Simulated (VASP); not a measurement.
# AlN (R3m) in VASP: a series of runs

The runs below take AlN through single point, with PBEsol.

Program: VASP 6.6.1. These are calculated values, not measurements. Logs are shortened: lines on timing, memory, paths and dates and some standing lists are left out, and cuts for length are marked.

## 1. The cell of the first run

It takes space group R3m (No. 160, trigonal). The conventional cell has a = 2.860 Å, b = 2.860 Å, c = 42.039 Å, α = 90.00°, β = 90.00°, γ = 120.00°. Within 2.7 Å of Al (site symmetry 3m) lie 6 N at 2.02 Å. Al (site symmetry 3m) has 6 N at 2.02 Å and 1 Al at 2.34 Å within 2.7 Å. Al (site symmetry 3m) has 6 N at 2.02 Å within 2.7 Å. Al (site symmetry 3m) has 6 N at 2.02 Å within 2.7 Å. Within 2.7 Å of Al (site symmetry 3m) lie 6 N at 2.02 Å. Al (site symmetry 3m) has 6 N at 2.02 Å and 1 Al at 2.34 Å within 2.7 Å. Within 2.7 Å of N (site symmetry 3m) lie 6 Al at 2.02 Å. N (site symmetry 3m) has 6 Al at 2.02 Å within 2.7 Å.

## 2. Single point, PBEsol

Input file INCAR:

```
ALGO = Normal
EDIFF = 1E-7
ENCUT = 520
GGA = PS
ISIF = 2
ISMEAR = 0
ISYM = 0
LASPH = T
LCHARG = F
LREAL = F
LWAVE = F
NBANDS = 36
NELM = 60
PREC = Accurate
SIGMA = 0.05
```

Input file KPOINTS:

```
k-points
0
Gamma
  9 9 2
```

Input file POSCAR:

```
AlN
1.0
    2.0226209166     -2.0226209166      0.0000000000
    2.0226209166      0.0000000000     -2.0226209166
    9.4388976108      7.4162766942      7.4162766942
Al N
6 6
Direct
    0.5694444444      0.5694444444      0.2916666667
   -0.0416666667     -0.0416666667      0.1250000000
    0.1805555556      0.1805555556      0.4583333333
    0.4027777778      0.4027777778      0.7916666667
    0.7916666667      0.7916666667      0.6250000000
    0.0138888889      0.0138888889      0.9583333333
    0.8750000000     -0.1250000000      0.3750000000
    0.2638888889      0.2638888889      0.2083333333
    0.4861111111      0.4861111111      0.5416666667
    0.7083333333      0.7083333333      0.8750000000
    0.0972222222      0.0972222222      0.7083333333
    0.6527777778      0.6527777778      0.0416666667
```

Potentials or basis: VASP PAW PBE potentials, release 64 (Al, N).

Command:

```sh
cat potpaw_PBE.64/Al/POTCAR potpaw_PBE.64/N/POTCAR > POTCAR
mpirun -np 1 vasp_std > vasp.out
```

OUTCAR:

```text
EDIFF = 1E-7
   ENCUT = 520
   GGA = PS
   ISIF = 2
   ISMEAR = 0
   ISYM = 0
   LASPH = T
   LREAL = F
   NELM = 60
   PREC = Accurate

 ion  position               nearest neighbor table
   1  0.569  0.569  0.292-   7 2.02   7 2.02   7 2.02   8 2.02   8 2.02   8 2.02   3 2.86   3 2.86
                             3 2.86   2 2.86   2 2.86   2 2.86
   2  0.958  0.958  0.125-  12 2.02   8 2.02   8 2.02  12 2.02  12 2.02   8 2.02   6 2.34   1 2.86
                             1 2.86   1 2.86
   3  0.181  0.181  0.458-   7 2.02   7 2.02   7 2.02   9 2.02   9 2.02   9 2.02   1 2.86   1 2.86
                             1 2.86   5 2.86   5 2.86   5 2.86
   4  0.403  0.403  0.792-  10 2.02  10 2.02  10 2.02  11 2.02  11 2.02  11 2.02   6 2.86   6 2.86
                             6 2.86   5 2.86   5 2.86   5 2.86
   5  0.792  0.792  0.625-  11 2.02   9 2.02   9 2.02   9 2.02  11 2.02  11 2.02   3 2.86   4 2.86
                             4 2.86   3 2.86   3 2.86   4 2.86
   6  0.014  0.014  0.958-  10 2.02  10 2.02  10 2.02  12 2.02  12 2.02  12 2.02   2 2.34   4 2.86
                             4 2.86   4 2.86
   7  0.875  0.875  0.375-   1 2.02   1 2.02   3 2.02   3 2.02   1 2.02   3 2.02
   8  0.264  0.264  0.208-   2 2.02   2 2.02   2 2.02   1 2.02   1 2.02   1 2.02
   9  0.486  0.486  0.542-   5 2.02   5 2.02   5 2.02   3 2.02   3 2.02   3 2.02
  10  0.708  0.708  0.875-   4 2.02   6 2.02   6 2.02   6 2.02   4 2.02   4 2.02
  11  0.097  0.097  0.708-   5 2.02   5 2.02   5 2.02   4 2.02   4 2.02   4 2.02
  12  0.653  0.653  0.042-   2 2.02   2 2.02   2 2.02   6 2.02   6 2.02   6 2.02

IMPORTANT INFORMATION: All symmetrisations will be switched off!
NOSYMM: (Re-)initialisation of all symmetry stuff for point group C_1.

----------------------------------------------------------------------------------------

                                     Primitive cell

  volume of cell :      99.2944

  direct lattice vectors                    reciprocal lattice vectors
     2.022620917 -2.022620917  0.000000000     0.151069117 -0.343338902  0.151069117
     2.022620917  0.000000000 -2.022620917     0.151069117  0.151069117 -0.343338902
     9.438897611  7.416276694  7.416276694     0.041200668  0.041200668  0.041200668

  length of vectors
     2.860417932  2.860417932 14.110106595     0.404382687  0.404382687  0.071361651

  position of ions in fractional coordinates (direct lattice)
     0.569444444  0.569444444  0.291666667
     0.958333333  0.958333333  0.125000000
     0.180555556  0.180555556  0.458333333
     0.402777778  0.402777778  0.791666667
     0.791666667  0.791666667  0.625000000
     0.013888889  0.013888889  0.958333333
     0.875000000  0.875000000  0.375000000
     0.263888889  0.263888889  0.208333333
     0.486111111  0.486111111  0.541666667
     0.708333333  0.708333333  0.875000000
     0.097222222  0.097222222  0.708333333
     0.652777778  0.652777778  0.041666667

  ion indices of the primitive-cell ions
   primitive index   ion index
                 1           1
                 2           2
                 3           3
                 4           4
                 5           5
                 6           6
                 7           7
                 8           8
                 9           9
                10          10
                11          11
                12          12

----------------------------------------------------------------------------------------

 KPOINTS: k-points

Automatic generation of k-mesh.
 Grid dimensions read from file:
 generate k-points for:    9    9    2

 Generating k-lattice:

  Cartesian coordinates                     Fractional coordinates (reciprocal lattice)
     0.016785457 -0.038148767  0.016785457     0.111111111  0.000000000  0.000000000
     0.016785457  0.016785457 -0.038148767     0.000000000  0.111111111  0.000000000
     0.020600334  0.020600334  0.020600334     0.000000000  0.000000000  0.500000000

  Length of vectors
     0.044931410  0.044931410  0.035680825

  Shift w.r.t. Gamma in fractional coordinates (k-lattice)
     0.000000000  0.000000000  0.000000000

 -----------------------------------------------------------------------------
|                                                                             |
|           W    W    AA    RRRRR   N    N  II  N    N   GGGG   !!!           |
|           W    W   A  A   R    R  NN   N  II  NN   N  G    G  !!!           |
[... 14 lines left out ...]

 WARNING: IBZKPT: internal override: KBLOWUP is changed to .FALSE.
      ... skipping the blow-up phase ...

 Subroutine IBZKPT returns following result:
 ===========================================

 Found     82 irreducible k-points:

 Following reciprocal coordinates:
            Coordinates               Weight
  0.000000  0.000000  0.000000      1.000000
  0.111111  0.000000  0.000000      2.000000
  0.222222  0.000000  0.000000      2.000000
  0.333333  0.000000  0.000000      2.000000
  0.444444  0.000000  0.000000      2.000000
  0.000000  0.111111  0.000000      2.000000
[... 16 lines left out ...]
 -0.111111  0.222222 -0.000000      2.000000
  0.000000  0.333333  0.000000      2.000000
 [... further k-points ...]
   k-points           NKPTS =     82   k-points in BZ     NKDIM =     82   number of bands    NBANDS=     36
   number of dos      NEDOS =    301   number of ions     NIONS =     12
   total plane-waves  NPLWV =  62208
   dimension x,y,z NGX =    24 NGY =   24 NGZ =  108
   dimension x,y,z NGXF=    48 NGYF=   48 NGZF=  216
   ions per type =               6   6
   NGX,Y,Z   is equivalent  to a cutoff of  13.95, 13.95, 12.72 a.u.
   NGXF,Y,Z  is equivalent  to a cutoff of  27.90, 27.90, 25.45 a.u.
 SYSTEM =  unknown system
   PREC   = accura    normal or accurate (medium, high low for compatibility)
   ISTART =      0    job   : 0-new  1-cont  2-samecut
   ICHARG =      2    charge: 1-file 2-atom 10-const
   ISPIN  =      1    spin polarized calculation?
   LNONCOLLINEAR =      F non collinear calculations
   LSORBIT =      F    spin-orbit coupling
   LASPH  =      T    aspherical Exc in radial PAW
   ENCUT  =  520.0 eV  38.22 Ry    6.18 a.u.   5.32  5.32 26.24*2*pi/ulx,y,z
   NELM   =     60;   NELMIN=  2; NELMDL= -5     # of ELM steps
   EDIFF  = 0.1E-06   stopping-criterion for ELM
   LREAL  =      F    real-space projection
   EDIFFG = 0.1E-05   stopping-criterion for IOM
   NSW    =      0    number of steps for IOM
   IBRION =     -1    ionic relax: 0-MD 1-quasi-New 2-CG
   NFREE  =      0    steps in history (QN), initial steepest desc. (CG)
   ISIF   =      2    stress and relaxation
   ISYM   =      0    0-nonsym 1-usesym 2-fastsym
   POTIM  = 0.5000    time-step for ionic-motion
   TEBEG  =    0.0;   TEEND  =   0.0 temperature during run
   PSTRESS=    0.0 pullay stress
   NELECT =      48.0000    total number of electrons
   NUPDOWN=      -1.0000    fix difference up-down
   EMIN   =  10.00;   EMAX   =-10.00  energy-range for DOS
   EFERMI =   0.00;   METHOD = LEGACY
   ISMEAR =     0;   SIGMA  =   0.05  broadening in eV -4-tet -1-fermi 0-gaus
   EFERMI_NEDOS =   21; number of points for ismear=-14 and -15
   IALGO  =     38    algorithm
   IMIX   =      4    mixing-type and parameters
     AMIX     =   0.40;   BMIX     =  1.00
     AMIX_MAG =   1.60;   BMIX_MAG =  1.00
  volume/ion in A,a.u.               =       8.27        55.84
  Fermi-wavevector in a.u.,A,eV,Ry     =   1.284834  2.427984 22.460474  1.650798
  Thomas-Fermi vector in A             =   2.417004
   LORBIT       =      0    0 simple, 1 ext, 2 COOP (PROOUT), +10 PAW based schemes
   GGA     = PS    functional components
   LHFCALC =     F    Hartree Fock is set to
   AEXX    =    0.0000 exact exchange contribution
   IVDW    =     0    specifies the selected vdW correction
   LEPSILON=     F    determine dielectric tensor
   LRPA    =     F    only Hartree local field effects (RPA)
 non-spin polarized calculation
 Gauss-broadening in eV      SIGMA  =   0.05
  energy-cutoff  :      520.00
  volume of cell :       99.29
 maximum number of plane-waves:      2716
 NGX is ok and might be reduce to    24

 number of electron      47.9999997 magnetization

 Free energy of the ion-electron system (eV)
  ---------------------------------------------------
  ext. energy  EPLUGINS =         0.00000000
  ---------------------------------------------------
  free energy    TOTEN  =       -91.00002564 eV

  energy without entropy =      -91.00002564  energy(sigma->0) =      -91.00002564

 E-fermi :  10.3395     XC(G=0): -12.4368

 val. band max:       10.1300673160   @ k =   0.0000   0.0000   0.0000
 cond. band min:      13.3813412324   @ k =   0.4444   0.0000   0.0000
 fundamental gap:      3.2512739164
 Fermi energy:        10.3394959396

 k-point     1 :       0.0000    0.0000    0.0000
  band No.  band energies     occupation
      1      -7.7160      2.00000
      2      -7.1523      2.00000
      3      -7.0416      2.00000
      4      -5.5766      2.00000
      5      -5.5676      2.00000
      6      -4.3270      2.00000
[... 925 lines left out ...]
     35      20.1505      0.00000
     36      20.8872      0.00000

 [... further k-points ...]

------------------------ aborting loop because EDIFF is reached ----------------------------------------

  FORCE on cell =-STRESS in cart. coord.  units (eV):
  Direction    XX          YY          ZZ          XY          YZ          ZX
  --------------------------------------------------------------------------------------
  -------------------------------------------------------------------------------------
  Total        2.4115945      2.4115882      2.4115886      4.0572230      4.0572799      4.0572231
  in kB       38.9125904     38.9124888     38.9124940     65.4658390     65.4667557     65.4658394
  external PRESSURE =      38.9125244 kB  Pullay stress =       0.0000000 kB

 VOLUME and BASIS-vectors are now :
 -----------------------------------------------------------------------------
  energy-cutoff  :      520.00
  volume of cell :       99.29
      direct lattice vectors                 reciprocal lattice vectors
     2.022620917 -2.022620917  0.000000000     0.151069117 -0.343338902  0.151069117
     2.022620917  0.000000000 -2.022620917     0.151069117  0.151069117 -0.343338902
     9.438897611  7.416276694  7.416276694     0.041200668  0.041200668  0.041200668

 POSITION                                       TOTAL-FORCE (eV/Angst)
 -----------------------------------------------------------------------------------
      5.05655      1.01131      1.01131        -0.015038     -0.015038     -0.015038
      5.05655     -1.01131     -1.01131         1.246646      1.246646      1.246646
      5.05655      3.03393      3.03393        -0.005364     -0.005364     -0.005364
      9.10179      5.05655      5.05655        -0.235156     -0.235156     -0.235156
      9.10179      3.03393      3.03393        -0.001557     -0.001557     -0.001557
      9.10179      7.07917      7.07917        -1.003778     -1.003776     -1.003776
      7.07917      1.01131      1.01131         0.005367      0.005364      0.005364
      3.03393      1.01131      1.01131        -0.007116     -0.007129     -0.007129
      7.07917      3.03393      3.03393         0.004771      0.004784      0.004784
     11.12442      5.05655      5.05655        -1.135567     -1.135564     -1.135564
      7.07917      5.05655      5.05655        -0.015037     -0.015046     -0.015046
      3.03393     -1.01131     -1.01131         1.161828      1.161836      1.161836
 -----------------------------------------------------------------------------------
    total drift:                                0.000030      0.000030      0.000030

  FREE ENERGIE OF THE ION-ELECTRON SYSTEM (eV)
  ---------------------------------------------------
  free  energy   TOTEN  =       -91.0000256417 eV

  energy  without entropy=      -91.0000256417  energy(sigma->0) =      -91.00002564
```

It took 6 min on 1 thread of Intel Xeon 6975P-C, shared host; peak memory 0.37 GiB.

What came out:

- Free energy: -91.0000 eV
- Pressure: 3.9 GPa
- Largest force: 2.159 eV/Å
- Band gap on the k mesh: 3.25 eV, indirect (least direct gap 3.97 eV)

Forces on the atoms (eV/Å):
```
Al  -0.015 -0.015 -0.015
Al   1.247  1.247  1.247
Al  -0.005 -0.005 -0.005
Al  -0.235 -0.235 -0.235
Al  -0.002 -0.002 -0.002
Al  -1.004 -1.004 -1.004
N    0.005  0.005  0.005
N   -0.007 -0.007 -0.007
N    0.005  0.005  0.005
N   -1.136 -1.136 -1.136
N   -0.015 -0.015 -0.015
N    1.162  1.162  1.162
```

Stress tensor (GPa, compression positive):
```
3.89 6.55 6.55
6.55 3.89 6.55
6.55 6.55 3.89
```

Levels at points of the mesh, in eV from the valence-band top:
| k point | band 22 | band 23 | band 24 | band 25 | band 26 | band 27 |
| --- | --- | --- | --- | --- | --- | --- |
| (0.00, 0.00, 0.00) | -0.27 | -0.27 | 0.00 | 4.36 | 5.84 | 5.98 |
| (0.00, 0.00, 0.50) | -0.51 | -0.19 | -0.19 | 4.42 | 5.89 | 5.96 |

Caveat: the PAW data sets were made with another functional, which shifts forces and pressure a little. A k mesh can miss the band edges.

## 3. Single point, PBEsol

This run uses another cell than the first one, of the same volume but with other edges.

Input file INCAR:

```
ALGO     = Normal         # electronic algorithm
EDIFF    = 1E-7           # SCF threshold, eV
ENCUT    = 520            # plane-wave cutoff, eV
GGA      = PS             # functional
ISIF     = 2              # what is computed and relaxed
ISMEAR   = 0              # smearing method
ISYM     = 0            
LASPH    = True           # aspherical terms in the spheres
LCHARG   = False          # write CHGCAR
LREAL    = False          # projectors in reciprocal space
LWAVE    = False          # write WAVECAR
NBANDS   = 36             # bands
NELM     = 100            # most SCF steps
PREC     = Accurate       # precision mode
SIGMA    = 0.05           # smearing width, eV
```

KPOINTS is that of step 2.

Input file POSCAR:

```
AlN
1.0
    2.0226209166     -2.0226209166      0.0000000000
    2.0226209166      0.0000000000     -2.0226209166
   10.7873115552      6.7420697220      6.7420697220
Al N
6 6
Direct
    0.4722222222      0.4722222222      0.2916666667
   -0.0833333333     -0.0833333333      0.1250000000
    0.0277777778      0.0277777778      0.4583333333
    0.1388888889      0.1388888889      0.7916666667
    0.5833333333      0.5833333333      0.6250000000
   -0.3055555556     -0.3055555556      0.9583333333
    0.7500000000     -0.2500000000      0.3750000000
    0.1944444444      0.1944444444      0.2083333333
    0.3055555556      0.3055555556      0.5416666667
    0.4166666667      0.4166666667      0.8750000000
   -0.1388888889     -0.1388888889      0.7083333333
    0.6388888889      0.6388888889      0.0416666667
```

Potentials or basis: VASP PAW PBE potentials, release 64 (Al, N).

Command:

```sh
cat potpaw_PBE.64/Al/POTCAR potpaw_PBE.64/N/POTCAR > POTCAR
mpirun -np 1 vasp_std > vasp.out
```

Wall time 7.3 min (1 thread of Intel Xeon 6975P-C, shared host); peak memory 0.37 GiB.

It converged, with:

* Free energy: -78.7005 eV
* Pressure: 44.0 GPa
* Largest force: 67.516 eV/Å
* Band gap on the k mesh: 3.71 eV, indirect (least direct gap 4.29 eV)

Forces on the atoms (eV/Å):
```
Al   -0.262  -0.262  -0.262
Al   -0.329  -0.329  -0.329
Al   -0.258  -0.258  -0.258
Al   -0.220  -0.220  -0.220
Al   -0.259  -0.259  -0.259
Al  -38.974 -38.974 -38.974
N     0.256   0.256   0.256
N     0.246   0.246   0.246
N     0.257   0.257   0.257
N     0.313   0.313   0.313
N     0.249   0.249   0.249
N    38.980  38.980  38.980
```

Stress tensor (GPa, compression positive):
```
44.02 40.64 40.64
40.64 44.02 40.64
40.64 40.64 44.02
```

Levels at points of the mesh, in eV from the valence-band top:
| k point | band 22 | band 23 | band 24 | band 25 | band 26 | band 27 |
| --- | --- | --- | --- | --- | --- | --- |
| (0.00, 0.00, 0.00) | -0.12 | 0.00 | 0.00 | 4.29 | 5.52 | 6.00 |
| (0.00, 0.00, 0.50) | -0.46 | 0.00 | 0.00 | 4.38 | 5.52 | 5.93 |

Caveat: the PAW data sets were made with another functional, which shifts forces and pressure a little. PBEsol gaps usually lie below the measured ones, often by a third to a half.
